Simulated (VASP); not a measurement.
# ScPb2 (P6/mmm) in VASP: further runs

Runs on ScPb2. Level: PBE. Tasks: single point.

Program: VASP 6.6.1. These are calculated values, not measurements. Logs are shortened: lines on timing, memory, paths and dates and some standing lists are left out, and cuts for length are marked.

**1. The cell of the first run**

The structure is hexagonal, space group P6/mmm (No. 191). The conventional cell has a = 5.299 Å, b = 5.299 Å, c = 3.368 Å, α = 90.00°, β = 90.00°, γ = 120.00°. Sc (site symmetry 6/mmm) has 2 Sc at 3.37 Å and 12 Pb at 3.49 Å within 4.4 Å. Pb (site symmetry -6m2) has 5 Pb at 3.06 to 3.37 Å and 6 Sc at 3.49 Å within 4.0 Å.

**2. Single point, PBE**

Contents of INCAR:

```
SYSTEM = ScPb2
PREC = Accurate ; ENCUT = 520
EDIFF = 1E-7 ; ISMEAR = 0
SIGMA = 0.1 ; LREAL = .False.
LASPH = .True. ; NELM = 100
ALGO = Normal ; ISIF = 2
LWAVE = .False. ; LCHARG = .True.
GGA = PE ; LELF = .True.
LVHAR = .True. ; NBANDS = 26
```

Contents of KPOINTS:

```
regular mesh
0
Gamma
  6 6 6
  0 0 0
```

Contents of POSCAR:

```
ScPb2
1.0
    5.2988116561      0.0000000000      0.0000000000
   -2.6494058281      4.5889055042      0.0000000000
    0.0000000000      0.0000000000      3.3684044985
Sc Pb
1 2
Direct
    0.0000000000      0.0000000000      0.0000000000
    0.3333333333      0.6666666667      0.5000000000
    0.6666666667      0.3333333333      0.5000000000
```

Potentials or basis: VASP PAW PBE potentials, release 64 (Sc_sv, Pb_d).

Command:

```sh
$ cat potpaw_PBE.64/Sc_sv/POTCAR potpaw_PBE.64/Pb_d/POTCAR > POTCAR
$ mpirun -np 1 vasp_std > vasp.out
```

OUTCAR:

```text
SYSTEM = ScPb2
   PREC = Accurate
   ENCUT = 520
   EDIFF = 1E-7
   ISMEAR = 0
   LREAL = .False.
   LASPH = .True.
   NELM = 100
   ISIF = 2
   GGA = PE

 ion  position               nearest neighbor table
   1  0.000  0.000  0.000-   2 3.49   3 3.49   2 3.49   3 3.49   3 3.49   3 3.49   2 3.49   2 3.49
                             3 3.49   3 3.49   2 3.49   2 3.49
   2  0.333  0.667  0.500-   3 3.06   3 3.06   3 3.06   1 3.49   1 3.49   1 3.49   1 3.49   1 3.49
                             1 3.49
   3  0.667  0.333  0.500-   2 3.06   2 3.06   2 3.06   1 3.49   1 3.49   1 3.49   1 3.49   1 3.49
                             1 3.49

  LATTYP: Found a hexagonal cell.
 ALAT       =     5.2988116561
 C/A-ratio  =     0.6356905505

  Lattice vectors:

 A1 = (   5.2988116561,   0.0000000000,   0.0000000000)
 A2 = (  -2.6494058281,   4.5889055042,   0.0000000000)
 A3 = (   0.0000000000,   0.0000000000,   3.3684044985)

Analysis of symmetry for initial positions (statically):
=====================================================================
 Subroutine PRICEL returns:
 Original cell was already a primitive cell.

 Routine SETGRP: Setting up the symmetry group for a
 hexagonal supercell.

 Subroutine GETGRP returns: Found 24 space group operations
 (whereof 24 operations were pure point group operations)
 out of a pool of 24 trial point group operations.

The static configuration has the point symmetry D_6h.

Analysis of symmetry for dynamics (positions and initial velocities):
=====================================================================
 Subroutine PRICEL returns:
 Original cell was already a primitive cell.

 Routine SETGRP: Setting up the symmetry group for a
 hexagonal supercell.

 Subroutine GETGRP returns: Found 24 space group operations
 (whereof 24 operations were pure point group operations)
 out of a pool of 24 trial point group operations.

The dynamic configuration has the point symmetry D_6h.

 Subroutine INISYM returns: Found 24 space group operations
 (whereof 24 operations are pure point group operations),
 and found     1 'primitive' translations

----------------------------------------------------------------------------------------

                                     Primitive cell

  volume of cell :      81.9053

  direct lattice vectors                    reciprocal lattice vectors
     5.298811656  0.000000000  0.000000000     0.188721560  0.108958443  0.000000000
    -2.649405828  4.588905504  0.000000000     0.000000000  0.217916887  0.000000000
     0.000000000  0.000000000  3.368404498     0.000000000  0.000000000  0.296876459

  length of vectors
     5.298811656  5.298811656  3.368404498     0.217916887  0.217916887  0.296876459

  position of ions in fractional coordinates (direct lattice)
     0.000000000  0.000000000  0.000000000
     0.333333333  0.666666667  0.500000000
     0.666666667  0.333333333  0.500000000

  ion indices of the primitive-cell ions
   primitive index   ion index
                 1           1
                 2           2
                 3           3

----------------------------------------------------------------------------------------

 KPOINTS: regular mesh

Automatic generation of k-mesh.
 Grid dimensions read from file:
 generate k-points for:    6    6    6

 Generating k-lattice:

  Cartesian coordinates                     Fractional coordinates (reciprocal lattice)
     0.031453593  0.018159741  0.000000000     0.166666667  0.000000000  0.000000000
     0.000000000  0.036319481  0.000000000     0.000000000  0.166666667  0.000000000
     0.000000000  0.000000000  0.049479410     0.000000000  0.000000000  0.166666667

  Length of vectors
     0.036319481  0.036319481  0.049479410

  Shift w.r.t. Gamma in fractional coordinates (k-lattice)
     0.000000000  0.000000000  0.000000000

 Subroutine IBZKPT returns following result:
 ===========================================

 Found     28 irreducible k-points:

 Following reciprocal coordinates:
            Coordinates               Weight
  0.000000  0.000000  0.000000      1.000000
  0.166667 -0.000000  0.000000      6.000000
  0.333333  0.000000  0.000000      6.000000
  0.500000  0.000000  0.000000      3.000000
  0.166667  0.166667  0.000000      6.000000
  0.333333  0.166667  0.000000     12.000000
[... 16 lines left out ...]
  0.166667 -0.000000  0.500000      6.000000
  0.333333  0.000000  0.500000      6.000000
 [... further k-points ...]
   k-points           NKPTS =     28   k-points in BZ     NKDIM =     28   number of bands    NBANDS=     26
   number of dos      NEDOS =    301   number of ions     NIONS =      3
   total plane-waves  NPLWV =  44800
   dimension x,y,z NGX =    40 NGY =   40 NGZ =   28
   dimension x,y,z NGXF=    80 NGYF=   80 NGZF=   56
   ions per type =               1   2
   NGX,Y,Z   is equivalent  to a cutoff of  12.55, 12.55, 13.82 a.u.
   NGXF,Y,Z  is equivalent  to a cutoff of  25.10, 25.10, 27.64 a.u.
 SYSTEM =  ScPb2
   PREC   = accura    normal or accurate (medium, high low for compatibility)
   ISTART =      0    job   : 0-new  1-cont  2-samecut
   ICHARG =      2    charge: 1-file 2-atom 10-const
   ISPIN  =      1    spin polarized calculation?
   LNONCOLLINEAR =      F non collinear calculations
   LSORBIT =      F    spin-orbit coupling
   LASPH  =      T    aspherical Exc in radial PAW
   ENCUT  =  520.0 eV  38.22 Ry    6.18 a.u.   9.85  9.85  6.26*2*pi/ulx,y,z
   NELM   =    100;   NELMIN=  2; NELMDL= -5     # of ELM steps
   EDIFF  = 0.1E-06   stopping-criterion for ELM
   LREAL  =      F    real-space projection
   EDIFFG = 0.1E-05   stopping-criterion for IOM
   NSW    =      0    number of steps for IOM
   IBRION =     -1    ionic relax: 0-MD 1-quasi-New 2-CG
   NFREE  =      0    steps in history (QN), initial steepest desc. (CG)
   ISIF   =      2    stress and relaxation
   ISYM   =      2    0-nonsym 1-usesym 2-fastsym
   POTIM  = 0.5000    time-step for ionic-motion
   TEBEG  =    0.0;   TEEND  =   0.0 temperature during run
   PSTRESS=    0.0 pullay stress
   NELECT =      39.0000    total number of electrons
   NUPDOWN=      -1.0000    fix difference up-down
   EMIN   =  10.00;   EMAX   =-10.00  energy-range for DOS
   EFERMI =   0.00;   METHOD = LEGACY
   ISMEAR =     0;   SIGMA  =   0.10  broadening in eV -4-tet -1-fermi 0-gaus
   EFERMI_NEDOS =   21; number of points for ismear=-14 and -15
   IALGO  =     38    algorithm
   IMIX   =      4    mixing-type and parameters
     AMIX     =   0.40;   BMIX     =  1.00
     AMIX_MAG =   1.60;   BMIX_MAG =  1.00
  volume/ion in A,a.u.               =      27.30       184.24
  Fermi-wavevector in a.u.,A,eV,Ry     =   1.278377  2.415783 22.235305  1.634249
  Thomas-Fermi vector in A             =   2.410924
   LORBIT       =      0    0 simple, 1 ext, 2 COOP (PROOUT), +10 PAW based schemes
   GGA     = PE    functional components
   LHFCALC =     F    Hartree Fock is set to
   AEXX    =    0.0000 exact exchange contribution
   IVDW    =     0    specifies the selected vdW correction
   LEPSILON=     F    determine dielectric tensor
   LRPA    =     F    only Hartree local field effects (RPA)
 non-spin polarized calculation
 Gauss-broadening in eV      SIGMA  =   0.10
  energy-cutoff  :      520.00
  volume of cell :       81.91
 maximum number of plane-waves:      2232
 NGX is ok and might be reduce to    40
   NGX = 19   NGY = 19   NGZ = 13

 number of electron      39.0000001 magnetization

 Free energy of the ion-electron system (eV)
  ---------------------------------------------------
  ext. energy  EPLUGINS =         0.00000000
  ---------------------------------------------------
  free energy    TOTEN  =       -13.36010747 eV

  energy without entropy =      -13.33991573  energy(sigma->0) =      -13.35001160

 E-fermi :   6.8902     XC(G=0): -10.2588

 val. band max:        6.8797614067   @ k =   0.1667  -0.0000   0.3333
 cond. band min:       6.9116667875   @ k =   0.1667   0.1667   0.1667
 fundamental gap:      0.0319053808
 Fermi energy:         6.8902226815

 k-point     1 :       0.0000    0.0000    0.0000
  band No.  band energies     occupation
      1     -43.5277      2.00000
      2     -22.1920      2.00000
      3     -22.1920      2.00000
      4     -21.9816      2.00000
      5     -10.3157      2.00000
      6     -10.1223      2.00000
[... 18 lines left out ...]
     25       9.4268      0.00000
     26       9.4268      0.00000

 k-point     2 :       0.1667   -0.0000    0.0000
  band No.  band energies     occupation
      1     -43.5277      2.00000
      2     -22.1924      2.00000
      3     -22.1920      2.00000
      4     -21.9816      2.00000
      5     -10.3108      2.00000
      6     -10.1766      2.00000
[... 18 lines left out ...]
     25       9.8560      0.00000
     26      10.4587      0.00000

 k-point     3 :       0.3333    0.0000    0.0000
  band No.  band energies     occupation
      1     -43.5277      2.00000
      2     -22.1932      2.00000
      3     -22.1921      2.00000
      4     -21.9816      2.00000
      5     -10.3046      2.00000
      6     -10.2417      2.00000
[... 18 lines left out ...]
     25      11.0762      0.00000
     26      11.5430      0.00000

 k-point     4 :       0.5000    0.0000    0.0000
  band No.  band energies     occupation
      1     -43.5277      2.00000
      2     -22.1936      2.00000
      3     -22.1922      2.00000
      4     -21.9816      2.00000
      5     -10.3084      2.00000
      6     -10.2649      2.00000
[... 18 lines left out ...]
     25      12.0437      0.00000
     26      12.3718      0.00000
[... 496 lines left out ...]
      1     -43.5149      2.00000
      2     -22.1760      2.00000
      3     -22.1760      2.00000
      4     -22.1310      2.00000
      5     -10.1458      2.00000
      6     -10.1458      2.00000
[... 18 lines left out ...]
     25       9.6618      0.00000
     26      10.0822      0.00000

 k-point    23 :       0.1667   -0.0000    0.5000
  band No.  band energies     occupation
      1     -43.5149      2.00000
      2     -22.1762      2.00000
      3     -22.1761      2.00000
      4     -22.1308      2.00000
      5     -10.1553      2.00000
      6     -10.1508      2.00000
[... 18 lines left out ...]
     25       9.2821      0.00000
     26       9.4892      0.00000

 k-point    24 :       0.3333    0.0000    0.5000
  band No.  band energies     occupation
      1     -43.5148      2.00000
      2     -22.1767      2.00000
      3     -22.1763      2.00000
      4     -22.1306      2.00000
      5     -10.2208      2.00000
      6     -10.2186      2.00000
[... 18 lines left out ...]
     25       9.2555      0.00000
     26      10.5277      0.00000

 [... further k-points ...]

------------------------ aborting loop because EDIFF is reached ----------------------------------------

  FORCE on cell =-STRESS in cart. coord.  units (eV):
  Direction    XX          YY          ZZ          XY          YZ          ZX
  --------------------------------------------------------------------------------------
  -------------------------------------------------------------------------------------
  Total        1.9085082      1.9085082     -0.2378235     -0.0000000     -0.0000000      0.0000000
  in kB       37.3329910     37.3329910     -4.6521471     -0.0000000     -0.0000000      0.0000000
  external PRESSURE =      23.3379449 kB  Pullay stress =       0.0000000 kB

 VOLUME and BASIS-vectors are now :
 -----------------------------------------------------------------------------
  energy-cutoff  :      520.00
  volume of cell :       81.91
      direct lattice vectors                 reciprocal lattice vectors
     5.298811656  0.000000000  0.000000000     0.188721560  0.108958443  0.000000000
    -2.649405828  4.588905504  0.000000000     0.000000000  0.217916887  0.000000000
     0.000000000  0.000000000  3.368404498     0.000000000  0.000000000  0.296876459

 POSITION                                       TOTAL-FORCE (eV/Angst)
 -----------------------------------------------------------------------------------
      0.00000      0.00000      0.00000         0.000000      0.000000      0.000000
     -0.00000      3.05927      1.68420        -0.000000      0.000000      0.000000
      2.64941      1.52964      1.68420         0.000000      0.000000      0.000000
 -----------------------------------------------------------------------------------
    total drift:                               -0.000000      0.000000      0.000000

  FREE ENERGIE OF THE ION-ELECTRON SYSTEM (eV)
  ---------------------------------------------------
  free  energy   TOTEN  =       -13.3601074681 eV

  energy  without entropy=      -13.3399157257  energy(sigma->0) =      -13.35001160
```

It took 29 s on 1 thread of Intel Xeon 6975P-C (Granite Rapids), shared host; peak memory 0.22 GiB.

Results:

| Quantity | Value |
| --- | --- |
| Free energy | -13.3601 eV |
| Pressure | 2.3 GPa |
| Band gap on the k mesh | zero (an odd number of electrons rules out a gap without spin polarisation) |

Caveat: spin-orbit coupling is left out, which moves the levels of the heavy elements.

**3. Single point, PBE**

This run uses another cell than the first one, of 28.24 Å³/atom.

Contents of INCAR:

```
SYSTEM = ScPb2
PREC = Accurate
ENCUT = 520
EDIFF = 1E-7
ISMEAR = 0
SIGMA = 0.1
LREAL = .False.
LASPH = .True.
NELM = 60
ALGO = Fast
ISIF = 2
LWAVE = .False.
LCHARG = .False.
GGA = PE
NBANDS = 26
```

Contents of KPOINTS:

```
regular mesh
0
Gamma
  12 12 14
  0 0 0
```

Contents of POSCAR:

```
ScPb2
1.0
    5.4614450120      0.0000000000      0.0000000000
   -2.7307225060      4.7297501218      0.0000000000
    0.0000000000      0.0000000000      3.2801543867
Sc Pb
1 2
Direct
    0.0000000000      0.0000000000      0.0000000000
    0.3333333333      0.6666666667      0.5000000000
    0.6666666667      0.3333333333      0.5000000000
```

Potentials or basis: VASP PAW PBE potentials, release 64 (Sc_sv, Pb_d).

Command:

```sh
$ cat potpaw_PBE.64/Sc_sv/POTCAR potpaw_PBE.64/Pb_d/POTCAR > POTCAR
$ mpirun -np 1 vasp_std > vasp.out
```

OUTCAR:

```text
SYSTEM = ScPb2
   PREC = Accurate
   ENCUT = 520
   EDIFF = 1E-7
   ISMEAR = 0
   LREAL = .False.
   LASPH = .True.
   NELM = 60
   ISIF = 2
   GGA = PE

 ion  position               nearest neighbor table
   1  0.000  0.000  0.000-   2 3.55   3 3.55   2 3.55   3 3.55   3 3.55   3 3.55   2 3.55   2 3.55
                             3 3.55   3 3.55   2 3.55   2 3.55
   2  0.333  0.667  0.500-   3 3.15   3 3.15   3 3.15   1 3.55   1 3.55   1 3.55   1 3.55   1 3.55
                             1 3.55
   3  0.667  0.333  0.500-   2 3.15   2 3.15   2 3.15   1 3.55   1 3.55   1 3.55   1 3.55   1 3.55
                             1 3.55

  LATTYP: Found a hexagonal cell.
 ALAT       =     5.4614450120
 C/A-ratio  =     0.6006019249

  Lattice vectors:

 A1 = (   5.4614450120,   0.0000000000,   0.0000000000)
 A2 = (  -2.7307225060,   4.7297501218,   0.0000000000)
 A3 = (   0.0000000000,   0.0000000000,   3.2801543867)

Analysis of symmetry for initial positions (statically):
=====================================================================
 Subroutine PRICEL returns:
 Original cell was already a primitive cell.

 Routine SETGRP: Setting up the symmetry group for a
 hexagonal supercell.
[... 170 lines left out ...]

 E-fermi :   6.5172     XC(G=0): -10.1076

 val. band max:        6.5163760172   @ k =   0.2500   0.0833   0.2143
 cond. band min:       6.5202203883   @ k =   0.4167   0.0833   0.0714
 fundamental gap:      0.0038443711
 Fermi energy:         6.5172417781

 k-point     1 :       0.0000    0.0000    0.0000
  band No.  band energies     occupation
      1     -43.9500      2.00000
      2     -22.6134      2.00000
      3     -22.6134      2.00000
      4     -22.3593      2.00000
      5     -10.6565      2.00000
      6     -10.4387      2.00000
[... 685 lines left out ...]
     25      10.3884      0.00000
     26      10.8720      0.00000

 [... further k-points ...]

------------------------ aborting loop because EDIFF is reached ----------------------------------------

  FORCE on cell =-STRESS in cart. coord.  units (eV):
  Direction    XX          YY          ZZ          XY          YZ          ZX
  --------------------------------------------------------------------------------------
  -------------------------------------------------------------------------------------
  Total       -0.0139671     -0.0139671      0.0014924      0.0000000      0.0000000      0.0000000
  in kB       -0.2641051     -0.2641051      0.0282195      0.0000000      0.0000000      0.0000000
  external PRESSURE =      -0.1666636 kB  Pullay stress =       0.0000000 kB

 VOLUME and BASIS-vectors are now :
 -----------------------------------------------------------------------------
  energy-cutoff  :      520.00
  volume of cell :       84.73
      direct lattice vectors                 reciprocal lattice vectors
     5.461445012  0.000000000  0.000000000     0.183101725  0.105713830  0.000000000
    -2.730722506  4.729750122  0.000000000     0.000000000  0.211427660  0.000000000
     0.000000000  0.000000000  3.280154387     0.000000000  0.000000000  0.304863699

 POSITION                                       TOTAL-FORCE (eV/Angst)
 -----------------------------------------------------------------------------------
      0.00000      0.00000      0.00000         0.000000      0.000000     -0.000000
     -0.00000      3.15317      1.64008        -0.000000      0.000000      0.000000
      2.73072      1.57658      1.64008         0.000000      0.000000     -0.000000
 -----------------------------------------------------------------------------------
    total drift:                               -0.000000      0.000000     -0.000000

  FREE ENERGIE OF THE ION-ELECTRON SYSTEM (eV)
  ---------------------------------------------------
  free  energy   TOTEN  =       -13.4281233251 eV

  energy  without entropy=      -13.4115028234  energy(sigma->0) =      -13.41981307
```

OSZICAR:

```text
N       E                     dE             d eps       ncg     rms          rms(c)
DAV:   1     0.449912029028E+03    0.44991E+03   -0.18397E+04  7904   0.172E+03
DAV:   2     0.239693598169E+02   -0.42594E+03   -0.42205E+03  7904   0.511E+02
DAV:   3    -0.133888994757E+02   -0.37358E+02   -0.36875E+02 10080   0.190E+02
[... 23 lines left out ...]
RMM:  27    -0.134281226581E+02   -0.38190E-06   -0.38892E-06  6324   0.185E-03    0.384E-03
RMM:  28    -0.134281229519E+02   -0.29380E-06   -0.30657E-06  6082   0.152E-03    0.395E-03
RMM:  29    -0.134281231194E+02   -0.16750E-06   -0.17015E-06  5397   0.124E-03    0.404E-03
RMM:  30    -0.134281232649E+02   -0.14541E-06   -0.14118E-06  5045   0.103E-03    0.414E-03
RMM:  31    -0.134281233251E+02   -0.60285E-07   -0.75356E-07  4289   0.883E-04
   1 F= -.13428123E+02 E0= -.13419813E+02  d E =-.166205E-01
```

Wall time 4.7 min (1 thread of Intel Xeon 6975P-C (Granite Rapids), shared host); peak memory 0.42 GiB.

What came out:

- Free energy: -13.4281 eV
- Pressure: 0.0 GPa
- Band gap on the k mesh: zero (an odd number of electrons rules out a gap without spin polarisation)

Caveat: spin-orbit coupling is left out, which moves the levels of the heavy elements.

The gap in the log of VASP goes by the Fermi energy; the results here count the filled bands.